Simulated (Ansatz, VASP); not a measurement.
MnO2: VASP beside Ansatz

```
Mn O
1.0
     1.44723    0.83556    4.64425
    -1.44723    0.83556    4.64425
     0.00000   -1.67112    4.64425
Mn O
1 2
Direct
  0.00000 0.00000 0.00000
  0.73564 0.73564 0.73564
  0.26436 0.26436 0.26436
```

Alike in both runs: task single point; functional PBEsol; k mesh 11 × 11 × 11; occupations fermi-dirac, width 0.05 eV; collinear spin.

```csv
,VASP,Ansatz
version,VASP 6.6.1,Ansatz 0.2.0
potentials or method,"VASP PAW PBE potentials, release 64 (Mn_pv, O)",Ansatz PAW
plane-wave cutoff (eV),520,420
valence electrons in the cell,25,27
```

VASP gave:

| Quantity | Value |
| --- | --- |
| gap on the k mesh at the Fermi level (eV) | 0.87 |
| least direct gap on the mesh (eV) | 0.95 |
| pressure (GPa) | -8.3 |
| traceless stress, the component that is largest in VASP (GPa) | 3.04 |
| rms of the force components (eV/Å) | 0.287 |
| net moment per atom (μB) | 1.00 |
| size of the moment on the site where the two differ most (μB) | 2.88 |

Q: What did Ansatz give for the same quantities?

A: gap on the k mesh at the Fermi level (eV): 0.91; least direct gap on the mesh (eV): 0.98; pressure (GPa): -9.0; traceless stress, the component that is largest in VASP (GPa): 3.42; rms of the force components (eV/Å): 0.322; net moment per atom (μB): 1.00; size of the moment on the site where the two differ most (μB): 2.54.

VASP's potentials were made for PBE, not for PBEsol. Site moments also hang on the region over which each program counts them. Atom by atom the forces differ by 0.035 eV/Å (rms over components). VASP's potentials hold 25 valence electrons a cell and Ansatz's 27, so a difference there can come from the potentials and not from the codes.

Noted on Ansatz's run: odd divisions of the mesh miss points on the zone boundary, where band edges often lie, so the gap on the mesh can be too wide.
